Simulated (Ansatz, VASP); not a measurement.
## One calculation of AlCo, two programs

Contents of INCAR:

```
PREC = Accurate ; ENCUT = 520
EDIFF = 1E-6 ; ISMEAR = -1
SIGMA = 0.08 ; LREAL = F
LASPH = T ; NELM = 100
ALGO = Normal ; ISIF = 2
LWAVE = F ; LCHARG = F
GGA = PE ; NBANDS = 13
```

KPOINTS

```
regular mesh
0
Gamma
  14 14 14
```

The input POSCAR:

```
AlCo
1.0
    2.7941498079      0.0000000000      0.0000000000
    0.0000000000      2.7941498079      0.0000000000
    0.0000000000      0.0000000000      2.7941498079
Co Al
1 1
Direct
    0.0000000000      0.0000000000      0.0000000000
    0.5000000000      0.5000000000      0.5000000000
```

Input for Ansatz:

```yaml
crystal:
  lattice:
    - [2.7941498079, 0.0, 0.0]
    - [0.0, 2.7941498079, 0.0]
    - [0.0, 0.0, 2.7941498079]
  atoms:
    - { symbol: Co, position: [0.0, 0.0, 0.0] }
    - { symbol: Al, position: [0.5, 0.5, 0.5] }
kpoints:
  mp_grid: { grid: [14, 14, 14] }
scf:
  occupations: { method: fermi_dirac, width: 0.08 }
hamiltonian:
  xc: pbe
  pseudopotentials: { kind: all_electron, lapw: { basis_error: 0.001 } }
output:
  forces: true
  stress: true
  eigenvalues: true
  populations: true
```

Change from the starting cell: volume scaled by 0.94, LAPW.

Alike in both runs: task single point; functional PBE; k mesh 14 × 14 × 14; occupations fermi-dirac, width 0.08 eV; no spin polarisation.

|  | VASP | Ansatz |
| --- | --- | --- |
| version | VASP 6.6.1 | Ansatz 0.2.0 |
| potentials or method | VASP PAW PBE potentials, release 64 (Co, Al), cutoff 520 eV | all-electron LAPW, scalar-relativistic |

```csv
,VASP,Ansatz,Ansatz less VASP
pressure (GPa),12.6,12.6,-0.01
```

Ansatz ran all-electron here, and VASP with PAW potentials.
